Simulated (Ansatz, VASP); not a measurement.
# ScIn3 in VASP and in Ansatz

```xyz
4
Lattice="4.3690 0.0000 0.0000 0.0000 4.3690 0.0000 0.0000 0.0000 4.3690" Properties=species:S:1:pos:R:3 pbc="T T T"
Sc    0.0000    0.0000    0.0000
In    0.0000    2.1845    2.1845
In    2.1845    0.0000    2.1845
In    2.1845    2.1845    0.0000
```

Change from the starting cell: volume scaled by 0.94.

Alike in both runs: task single point; functional PBEsol; k mesh 8 × 8 × 8; occupations fermi-dirac, width 0.08 eV; no spin polarisation.

|  | VASP | Ansatz |
| --- | --- | --- |
| version | VASP 6.6.1 | Ansatz 0.2.0 |
| potentials or method | VASP PAW PBE potentials, release 64 (Sc_sv, In_d), cutoff 520 eV | all-electron LAPW, scalar-relativistic |

```tsv
	VASP	Ansatz	Ansatz less VASP
pressure (GPa)	4.3	4.3	-0.02
```

VASP's potentials were made for PBE, not for PBEsol. Ansatz ran all-electron here, and VASP with PAW potentials.
